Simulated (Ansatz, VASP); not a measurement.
One calculation of MgO, two programs

```xyz
2
Lattice="0.0000 2.3062 2.3062 2.3062 0.0000 2.3062 2.3062 2.3062 0.0000" Properties=species:S:1:pos:R:3 pbc="T T T"
Mg    2.3062    2.3062    2.3062
O     1.1531    1.1531    1.1531
```

Alike in both runs: task relaxation of cell and atoms; functional PBE; k mesh 8 × 8 × 8; no spin polarisation.

|  | VASP | Ansatz |
| --- | --- | --- |
| version | VASP 6.6.1 | Ansatz 0.2.0 |
| potentials or method | VASP PAW PBE potentials, release 64 (Mg, O), cutoff 600 eV | scalar-relativistic, plane waves, PAW |
| occupations | gaussian, width 0.01 eV | fixed |
| valence electrons in the cell | 8 | 16 |

```tsv
	VASP	Ansatz	Ansatz less VASP
gap on the k mesh at the Fermi level, each at its own relaxed structure (eV)	3.49	3.48	-0.011
relaxed volume (Å³/atom)	12.21	12.27	+0.060
relaxed cell length with the largest relative difference (Å)	3.256	3.261	+0.0053
```

VASP's potentials hold 8 valence electrons a cell and Ansatz's 16, so a difference there can come from the potentials and not from the codes.
